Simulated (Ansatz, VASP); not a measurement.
Two plane-wave programs on TaAg2F6

```
Ta Ag F
1.0
     0.00000    4.37306    4.37306
     4.37306    0.00000    4.37306
     4.37306    4.37306    0.00000
Ta Ag F
1 2 6
Direct
  0.00000 0.00000 0.00000
  0.25000 0.25000 0.25000
  0.75000 0.75000 0.75000
  0.77961 0.22039 0.22039
  0.22039 0.77961 0.77961
  0.22039 0.77961 0.22039
  0.77961 0.22039 0.77961
  0.22039 0.22039 0.77961
  0.77961 0.77961 0.22039
```

Change from the starting cell: ordered vacancies on the cation sites of perovskite (Fm-3m, No. 225).

Alike in both runs: functional PBE; k mesh 8 × 8 × 8; occupations gaussian, width 0.1 eV; no spin polarisation.

Ansatz relaxed the structure, and its values are those at the end. VASP's run is a single point on that final structure, the one shown.

|  | VASP | Ansatz |
| --- | --- | --- |
| version | VASP 6.6.1 | Ansatz 0.2.0 |
| potentials or method | VASP PAW PBE potentials, release 64 (Ta_pv, Ag, F), cutoff 520 eV | scalar-relativistic, plane waves, PAW |
| valence electrons in the cell | 75 | 93 |

Ansatz gave:

| Item | Value |
| --- | --- |
| gap on the k mesh at the Fermi level (eV) | none |
| pressure (GPa) | 0.0 |
| rms of the force components (eV/Å) | 0.000 |

Question: Estimate VASP's values.

Answer: gap on the k mesh at the Fermi level (eV): none; pressure (GPa): 0.4; rms of the force components (eV/Å): 0.075.

A gap of «none» marks a metal or a gap that the smearing closes. VASP's potentials hold 75 valence electrons a cell and Ansatz's 93, so a difference there can come from the potentials and not from the codes.

Neither program's run includes spin-orbit coupling.
